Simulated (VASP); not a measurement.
Input of a VASP 6.6.1 run:

Contents of INCAR:

```
PREC = Accurate ; ENCUT = 520
EDIFF = 1E-6 ; ISMEAR = 0
SIGMA = 0.02 ; LREAL = F
LASPH = T ; NELM = 100
ALGO = Normal ; ISIF = 2
LWAVE = F ; LCHARG = T
GGA = PE ; LELF = T
LVHAR = T ; NBANDS = 22
```

The input KPOINTS:

```
Automatic mesh
0
Gamma
  8 6 6
```

The input POSCAR:

```
Li4SiN2
1.0
    3.8337364699      0.2505244430      0.2324068919
    1.5919123349      4.8238734324      0.3563175908
    1.5280839161      1.3216715616      5.2385513240
Li Si N
4 1 2
Direct
    0.8758804387      0.6864309751      0.5618643611
    0.6990495445      0.5181458876      0.0842939471
    0.1991395340      0.1540543052      0.4476087520
    0.5373719701      0.2367186825      0.6885008409
   -0.0386886215      1.0075708984      1.0693984818
    0.7690105998      0.1033964688      0.3584292618
    0.9582365341      0.2936827826      0.7899043553
```

Potentials or basis: VASP PAW PBE potentials, release 64 (Li_sv, Si, N).

The run is started by

```sh
$ cat potpaw_PBE.64/Li_sv/POTCAR potpaw_PBE.64/Si/POTCAR potpaw_PBE.64/N/POTCAR > POTCAR
$ mpirun -np 1 vasp_std > vasp.out
```

Problem. Predict the band gap on the k mesh.

Solution. 0.78 eV (least direct gap 0.99 eV).

Problem. Estimate the largest force.

Solution. 0.013 eV/Å.

Forces in eV/Å, atoms in the order of the input:
```
Li   0.000  0.001 -0.003
Li   0.000  0.007  0.001
Li   0.000  0.001 -0.001
Li  -0.001  0.003  0.002
Si   0.001 -0.013  0.000
N   -0.001  0.010 -0.002
N    0.000 -0.010  0.004
```

Caveat: semilocal functionals underestimate gaps, and a narrow one can read as zero. A k mesh can miss the band edges.
